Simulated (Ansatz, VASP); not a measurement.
## One calculation of Al2O3, two programs

Contents of POSCAR:

```
Al2O3
1.0
    3.0174825440      0.0000000000      0.0000000000
   -1.5087412720      2.6132165386      0.0000000000
    0.0000000000      0.0000000000      6.9686651220
Al O
2 3
Direct
    0.0000000000      0.0000000000      0.2779510000
    0.0000000000      0.0000000000      0.7220490000
    0.3333333333      0.6666666667      0.1994540000
    0.6666666667      0.3333333333      0.8005460000
    0.0000000000      0.0000000000      0.5000000000
```

Contents of INCAR.step1:

```
SYSTEM = Al2O3
PREC     = Accurate       ! precision mode
ENCUT    = 520            ! plane-wave cutoff, eV
ISMEAR   = 0              ! smearing method
SIGMA    = 0.05           ! smearing width, eV
LREAL    = .False.        ! projectors in reciprocal space
LASPH    = .True.         ! aspherical terms in the spheres
NELM     = 100            ! most SCF steps
NBANDS   = 20             ! bands
GGA      = PE             ! functional
ALGO     = Normal         ! electronic algorithm
EDIFF    = 1E-4           ! SCF threshold, eV
LWAVE    = .True.         ! write WAVECAR
LCHARG   = .False.        ! write CHGCAR
```

The input INCAR.step2:

```
SYSTEM = Al2O3
PREC     = Accurate       ! precision mode
ENCUT    = 520            ! plane-wave cutoff, eV
EDIFF    = 1E-6           ! SCF threshold, eV
ISMEAR   = 0              ! smearing method
SIGMA    = 0.05           ! smearing width, eV
LREAL    = .False.        ! projectors in reciprocal space
LASPH    = .True.         ! aspherical terms in the spheres
NELM     = 100            ! most SCF steps
ALGO     = Normal         ! electronic algorithm
ISIF     = 2              ! what is computed and relaxed
LWAVE    = .False.        ! write WAVECAR
LCHARG   = .False.        ! write CHGCAR
METAGGA  = R2SCAN         ! meta-GGA
LMIXTAU  = .True.       
NBANDS   = 20             ! bands
ISTART   = 1
```

KPOINTS

```
Automatic mesh
0
Gamma
  12 12 4
  0 0 0
```

Input for Ansatz:

```yaml
crystal:
  lattice:
    - [3.017482544, 0.0, 0.0]
    - [-1.508741272, 2.6132165386, 0.0]
    - [0.0, 0.0, 6.968665122]
  atoms:
    - { symbol: Al, position: [0.0, 0.0, 0.277951] }
    - { symbol: Al, position: [0.0, 0.0, 0.722049] }
    - { symbol: O, position: [0.3333333333, 0.6666666667, 0.199454] }
    - { symbol: O, position: [0.6666666667, 0.3333333333, 0.800546] }
    - { symbol: O, position: [0.0, 0.0, 0.5] }
basis:
  ecutwfc: 500
kpoints:
  mp_grid: { grid: [12, 12, 4] }
hamiltonian:
  xc: r2scan
scf:
  occupations: { method: gaussian, width: 0.05 }
output:
  forces: true
  stress: true
  eigenvalues: true
  write_density: true
  write_potential: true
  elf: true
  volumetric_format: npy
```

Change from the starting cell: strain +0.000 along x and y, -0.080 along z, atoms carried along.

Alike in both runs: task single point; functional r2SCAN; k mesh 12 × 12 × 4; occupations gaussian, width 0.05 eV; no spin polarisation.

```csv
,VASP,Ansatz
version,VASP 6.6.1,Ansatz 0.2.0
potentials or method,"VASP PAW PBE potentials, release 64 (Al, O), cutoff 520 eV","scalar-relativistic, plane waves, PAW"
valence electrons in the cell,24,24
```

|  | VASP | Ansatz | Ansatz less VASP |
| --- | --- | --- | --- |
| gap on the k mesh at the Fermi level (eV) | 4.44 | 4.45 | +0.012 |
| least direct gap on the mesh (eV) | 4.44 | 4.45 | +0.012 |
| pressure (GPa) | 15.5 | 15.1 | -0.31 |
| traceless stress, the component that is largest in VASP (GPa) | 38.93 | 37.90 | -1.029 |
| rms of the force components (eV/Å) | 1.967 | 1.900 | -0.0665 |

VASP's potentials were made for PBE, not for r2SCAN. Atom by atom the forces differ by 0.067 eV/Å (rms over components).
